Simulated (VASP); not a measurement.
A run of VASP 6.6.1:

The input POSCAR:

```
HfN
1.0
    3.4590930500      0.0000000000      0.0000000000
    1.7295465250      2.9956624553      0.0000000000
    1.7295465250      0.9985541518      2.8243376484
Hf N
1 1
Direct
    0.0000000000      0.0000000000      0.0000000000
    0.7500000000      0.7500000000      0.7500000000
```

Contents of INCAR.step1:

```
SYSTEM = HfN
ALGO = Normal ; EDIFF = 1E-4
ENCUT = 520 ; GGA = PE
ISMEAR = 1 ; LASPH = .TRUE.
LCHARG = .FALSE. ; LREAL = .FALSE.
LWAVE = .TRUE. ; NBANDS = 14
NELM = 60 ; PREC = Accurate
SIGMA = 0.05
```

The input INCAR.step2:

```
SYSTEM = HfN
ALGO = Normal ; EDIFF = 1E-6
ENCUT = 520 ; ISIF = 2
ISMEAR = 1 ; ISTART = 1
LASPH = .TRUE. ; LCHARG = .TRUE.
LELF = .TRUE. ; LMIXTAU = .TRUE.
LREAL = .FALSE. ; LVHAR = .TRUE.
LWAVE = .FALSE. ; METAGGA = R2SCAN
NBANDS = 14 ; NELM = 60
PREC = Accurate ; SIGMA = 0.05
```

Contents of KPOINTS:

```
k-points
0
G
  6 6 6
  0 0 0
```

Potentials or basis: VASP PAW PBE potentials, release 64 (Hf_pv, N).

The run is started by

```sh
$ cat potpaw_PBE.64/Hf_pv/POTCAR potpaw_PBE.64/N/POTCAR > POTCAR
$ cp INCAR.step1 INCAR
$ mpirun -np 1 vasp_std > vasp.out
$ cp INCAR.step2 INCAR
$ mpirun -np 1 vasp_std > vasp.out
```

Hardware: 1 thread of AMD EPYC 7R13, with other jobs on the host.

**Question.** Estimate the wall time of this run.

**Answer.** Run time: 29 s on 1 thread of AMD EPYC 7R13, with other jobs on the host, peak memory 0.17 GiB. Counts: k points 16.
